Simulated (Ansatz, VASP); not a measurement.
# Two plane-wave programs on Ta

Contents of INCAR:

```
SYSTEM = Ta
  PREC = Accurate
  ENCUT = 520
  EDIFF = 1E-6
  ISMEAR = 0
  SIGMA = 0.15
  LREAL = .FALSE.
  LASPH = .TRUE.
  NELM = 60
  ALGO = Fast
  ISIF = 2
  LWAVE = .FALSE.
  LCHARG = .FALSE.
  GGA = PE
  NBANDS = 12
```

Contents of KPOINTS:

```
regular mesh
0
G
  20 20 20
  0 0 0
```

POSCAR

```
Ta
1.0
   -1.7260705724      1.7260705724      1.6259584792
    1.7260705724     -1.7260705724      1.6259584792
    1.7260705724      1.7260705724     -1.6259584792
Ta
1
Direct
    0.0000000000      0.0000000000      0.0000000000
```

Input for Ansatz:

```yaml
crystal:
  lattice:
    - [-1.7260705724, 1.7260705724, 1.6259584792]
    - [1.7260705724, -1.7260705724, 1.6259584792]
    - [1.7260705724, 1.7260705724, -1.6259584792]
  atoms:
    - { symbol: Ta, position: [0.0, 0.0, 0.0] }
basis:
  ecutwfc: 420
kpoints:
  mp_grid: { grid: [20, 20, 20] }
hamiltonian:
  xc: pbe
  pseudopotentials: { kind: paw, azcp: { folder: soft_1 } }
scf:
  occupations: { method: gaussian, width: 0.15 }
output:
  forces: true
  stress: true
  eigenvalues: true
```

Alike in both runs: task single point; functional PBE; k mesh 20 × 20 × 20; occupations gaussian, width 0.15 eV; no spin polarisation.

|  | VASP | Ansatz |
| --- | --- | --- |
| version | VASP 6.6.1 | Ansatz 0.2.0 |
| potentials or method | VASP PAW PBE potentials, release 64 (Ta_pv), cutoff 520 eV | scalar-relativistic, plane waves, PAW |
| valence electrons in the cell | 11 | 13 |

```csv
,VASP,Ansatz,Ansatz less VASP
gap on the k mesh at the Fermi level (eV),none,none,-
pressure (GPa),-9.8,-9.7,+0.03
"traceless stress, the component that is largest in VASP (GPa)",3.05,3.05,+0.003
```

A gap of «none» marks a metal or a gap that the smearing closes. VASP's potentials hold 11 valence electrons a cell and Ansatz's 13, so a difference there can come from the potentials and not from the codes.

Neither program's run includes spin-orbit coupling.
